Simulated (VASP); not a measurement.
Write the native input for VASP 6.6.1 that does the following.

| Quantity | Value |
| --- | --- |
| Task | single point |
| Functional | HSE06 |
| Potentials or basis | VASP PAW PBE potentials, release 64 (Ba_sv, Te) |
| Cutoff | 520 eV |
| k mesh | 4 × 4 × 4 |
| Occupations | gaussian, width 0.01 eV |
| Spin | no spin polarisation |
| Dipole correction | no |
| Grid for exact exchange (PRECFOCK) | Normal |
| Further INCAR settings | ALGO = Normal; EDIFF = 1e-06; NBANDS = 15 |
| Share of exact exchange | 0.25 |
| Screening parameter | 0.2079 1/Å |

BaTe:

```
Ba Te
1.0
     0.00000    3.53239    3.53239
     3.53239    0.00000    3.53239
     3.53239    3.53239    0.00000
Ba Te
1 1
Direct
  0.00000 0.00000 0.00000
  0.50000 0.50000 0.50000
```

One way to write it, as run:

POSCAR

```
BaTe
1.0
    0.0000000000      3.5323868488      3.5323868488
    3.5323868488      0.0000000000      3.5323868488
    3.5323868488      3.5323868488      0.0000000000
Ba Te
1 1
Direct
    0.0000000000      0.0000000000      0.0000000000
    0.5000000000      0.5000000000      0.5000000000
```

INCAR.step1

```
SYSTEM = BaTe
PREC     = Accurate       ! precision mode
ENCUT    = 520            ! plane-wave cutoff, eV
EDIFF    = 1E-5           ! SCF threshold, eV
ISMEAR   = 0              ! smearing method
SIGMA    = 0.01           ! smearing width, eV
LREAL    = .FALSE.        ! projectors in reciprocal space
LASPH    = .TRUE.         ! aspherical terms in the spheres
NELM     = 100            ! most SCF steps
ALGO     = Normal         ! electronic algorithm
ISIF     = 2              ! what is computed and relaxed
LWAVE    = .TRUE.         ! write WAVECAR
LCHARG   = .FALSE.        ! write CHGCAR
GGA      = PE             ! functional
NBANDS   = 15             ! bands
```

INCAR.step2

```
SYSTEM = BaTe
PREC     = Accurate       ! precision mode
ENCUT    = 520            ! plane-wave cutoff, eV
EDIFF    = 1E-6           ! SCF threshold, eV
ISMEAR   = 0              ! smearing method
SIGMA    = 0.01           ! smearing width, eV
LREAL    = .FALSE.        ! projectors in reciprocal space
LASPH    = .TRUE.         ! aspherical terms in the spheres
NELM     = 100            ! most SCF steps
ALGO     = Normal         ! electronic algorithm
ISIF     = 2              ! what is computed and relaxed
LWAVE    = .FALSE.        ! write WAVECAR
LCHARG   = .FALSE.        ! write CHGCAR
GGA      = PE             ! functional
LHFCALC  = .TRUE.         ! exact exchange
HFSCREEN = 0.2079         ! screening, 1/A
PRECFOCK = Normal       
ISTART   = 1            
NBANDS   = 15             ! bands
```

KPOINTS

```
Automatic mesh
0
G
  4 4 4
  0 0 0
```

Potentials or basis: VASP PAW PBE potentials, release 64 (Ba_sv, Te).

The run is started by

```sh
$ cat potpaw_PBE.64/Ba_sv/POTCAR potpaw_PBE.64/Te/POTCAR > POTCAR
$ cp INCAR.step1 INCAR
$ mpirun -np 1 vasp_std > vasp.out
$ cp INCAR.step2 INCAR
$ mpirun -np 1 vasp_std > vasp.out
```

It gave:

```yaml
Pressure: 0.0 GPa
Band_gap_on_the_k_mesh: 2.30 eV (least direct gap 2.73 eV)
```

Caveat: the PAW data sets were made with another functional, which shifts forces and pressure a little; spin-orbit coupling is left out, which moves the levels of the heavy elements.

It took 5.3 min on 1 thread of Intel(R) Xeon(R) 6975P-C (Granite Rapids) (shared host), peak memory 0.36 GiB.
